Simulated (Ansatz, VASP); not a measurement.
**Two plane-wave programs on Si**

INCAR

```
ALGO = Normal
EDIFF = 1E-8
ENCUT = 520
GGA = PE
ISIF = 2
ISMEAR = -1
LASPH = True
LCHARG = False
LEFG = True
LREAL = False
LWAVE = False
NBANDS = 8
NELM = 60
PREC = Accurate
SIGMA = 0.03
```

The input KPOINTS:

```
k-points
0
Gamma
  14 14 14
```

POSCAR

```
Si
1.0
    2.5323995541      0.0000000000      0.0000000000
    0.0000000000      2.5323995541      0.0000000000
    0.0000000000      0.0000000000      2.5323995541
Si
1
Direct
    0.0000000000      0.0000000000      0.0000000000
```

Input for Ansatz:

```yaml
crystal:
  lattice:
    - [2.5323995541, 0.0, 0.0]
    - [0.0, 2.5323995541, 0.0]
    - [0.0, 0.0, 2.5323995541]
  atoms:
    - { symbol: Si, position: [0.0, 0.0, 0.0] }
kpoints:
  mp_grid: { grid: [14, 14, 14] }
  band_path:
    path:
      - [0.0, 0.0, 0.0]
      - [0.0, 0.5, 0.0]
      - [0.5, 0.5, 0.0]
      - [0.0, 0.0, 0.0]
      - [0.5, 0.5, 0.5]
      - [0.0, 0.5, 0.0]
      - [0.5, 0.5, 0.5]
      - [0.5, 0.5, 0.0]
    npoints: 8
scf:
  occupations: { method: fermi_dirac, width: 0.03 }
hamiltonian:
  xc: pbe
  pseudopotentials: { kind: paw }
output:
  forces: true
  stress: true
  eigenvalues: true
  efg: { contact_densities: true }
  populations: true
  bader: true
  dos: { projected: true, de: 0.2, e_range: [-14, 8] }
  write_density: true
  write_potential: true
  elf: true
  volumetric_format: npy
```

Alike in both runs: task electric field gradients; functional PBE; k mesh 14 × 14 × 14; occupations fermi-dirac, width 0.03 eV; no spin polarisation.

|  | VASP | Ansatz |
| --- | --- | --- |
| version | VASP 6.6.1 | Ansatz 0.2.0 |
| potentials or method | VASP PAW PBE potentials, release 64 (Si) | PAW with Ansatz's default frozen-core files, scalar-relativistic |
| plane-wave cutoff (eV) | 520 | 420 |
| valence electrons in the cell | 4 | 4 |

```tsv
	VASP	Ansatz	Ansatz less VASP
pressure (GPa)	0.0	0.0	+0.04
```
